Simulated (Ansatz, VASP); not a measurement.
## Two plane-wave programs on ZnO

The input INCAR:

```
SYSTEM = ZnO
ALGO = Normal
EDIFF = 1E-6
ENCUT = 520
ISIF = 2
ISMEAR = 0
LASPH = .True.
LCHARG = .True.
LELF = .True.
LREAL = .False.
LVHAR = .True.
LWAVE = .False.
NBANDS = 16
NELM = 100
PREC = Accurate
SIGMA = 0.05
```

KPOINTS

```
k-points
0
Gamma
  12 12 12
  0 0 0
```

Contents of POSCAR:

```
ZnO
1.0
    0.0000000000      1.9328503959      2.7330504598
    1.9328503959      0.0000000000      2.7330504598
    1.9328503959      1.9328503959      0.0000000000
Zn O
1 1
Direct
    0.0000000000      0.0000000000      0.0000000000
    0.5000000000      0.5000000000      0.5000000000
```

Input for Ansatz:

```yaml
crystal:
  lattice:
    - [0.0, 1.9328503959, 2.7330504598]
    - [1.9328503959, 0.0, 2.7330504598]
    - [1.9328503959, 1.9328503959, 0.0]
  atoms:
    - { symbol: Zn, position: [0.0, 0.0, 0.0] }
    - { symbol: O, position: [0.5, 0.5, 0.5] }
basis:
  ecutwfc: 420
kpoints:
  mp_grid: { grid: [12, 12, 12] }
hamiltonian:
  xc: lda
scf:
  occupations: { method: gaussian, width: 0.05 }
output:
  forces: true
  stress: true
  eigenvalues: true
```

Alike in both runs: task single point; functional LDA; k mesh 12 × 12 × 12; occupations gaussian, width 0.05 eV; no spin polarisation.

|  | VASP | Ansatz |
| --- | --- | --- |
| version | VASP 6.6.1 | Ansatz 0.2.0 |
| potentials or method | VASP PAW LDA potentials, release 64 (Zn, O), cutoff 520 eV | scalar-relativistic, plane waves, PAW |
| valence electrons in the cell | 18 | 18 |

Ansatz gave:

- gap on the k mesh at the Fermi level (eV): 0.27
- least direct gap on the mesh (eV): 3.10
- pressure (GPa): 13.8
- traceless stress, the component that is largest in VASP (GPa): -21.56

Which values does VASP return?

gap on the k mesh at the Fermi level (eV): 0.27; least direct gap on the mesh (eV): 3.10; pressure (GPa): 15.8; traceless stress, the component that is largest in VASP (GPa): -23.52.

LDA's correlation is that of Perdew and Zunger in VASP and of Perdew and Wang (1992) in Ansatz.
